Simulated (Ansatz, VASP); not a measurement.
# SiO2: VASP beside Ansatz

```
Si O
1.0
     4.15477    0.00000    0.00000
     0.00000    4.15477    0.00000
     0.00000    0.00000    2.66151
Si O
2 4
Cartesian
  2.0774 2.0774 1.3308
  0.0000 0.0000 0.0000
  2.8852 2.8852 0.0000
  0.8078 3.3470 1.3308
  1.2696 1.2696 0.0000
  3.3470 0.8078 1.3308
```

Alike in both runs: functional LDA; k mesh 6 × 6 × 8; occupations gaussian, width 0.02 eV; no spin polarisation.

Ansatz relaxed the structure, and its values are those at the end. VASP's run is a single point on that final structure, the one shown.

|  | VASP | Ansatz |
| --- | --- | --- |
| version | VASP 6.6.1 | Ansatz 0.2.0 |
| potentials or method | VASP PAW LDA potentials, release 64 (Si, O), cutoff 520 eV | scalar-relativistic, plane waves, PAW |
| valence electrons in the cell | 32 | 32 |

|  | VASP | Ansatz | Ansatz less VASP |
| --- | --- | --- | --- |
| gap on the k mesh at the Fermi level (eV) | 5.82 | 5.81 | -0.010 |
| least direct gap on the mesh (eV) | 5.82 | 5.81 | -0.010 |
| pressure (GPa) | 1.1 | 0.0 | -1.10 |
| rms of the force components (eV/Å) | 0.017 | 0.001 | -0.0160 |

LDA's correlation is that of Perdew and Zunger in VASP and of Perdew and Wang (1992) in Ansatz.
